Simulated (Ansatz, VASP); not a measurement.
**One calculation of Sb, two programs**

```
Sb
1.0
     2.18733   -1.26285    3.84126
     0.00000    2.52571    3.84126
    -2.18733   -1.26285    3.84126
Sb
2
Direct
  0.23286 0.23286 0.23286
  0.76714 0.76714 0.76714
```

Change from the starting cell: volume scaled by 1, PAW files.

Alike in both runs: task single point; functional PBE; k mesh 11 × 11 × 11; occupations fermi-dirac, width 0.1 eV; no spin polarisation.

```csv
,VASP,Ansatz
version,VASP 6.6.1,Ansatz 0.2.0
potentials or method,"VASP PAW PBE potentials, release 64 (Sb)","PAW with Ansatz's default frozen-core files, scalar-relativistic"
plane-wave cutoff (eV),520,420
valence electrons in the cell,10,30
```

```tsv
	VASP	Ansatz	Ansatz less VASP
pressure (GPa)	0.0	0.0	-0.05
rms of the force components (eV/Å)	0.021	0.000	-0.0211
```

Atom by atom the forces differ by 0.021 eV/Å (rms over components). With one functional, cell and mesh, what is left measures potentials, basis and numerics. VASP's potentials hold 10 valence electrons a cell and Ansatz's 30, so a difference there can come from the potentials and not from the codes.

Spin-orbit coupling is off throughout.
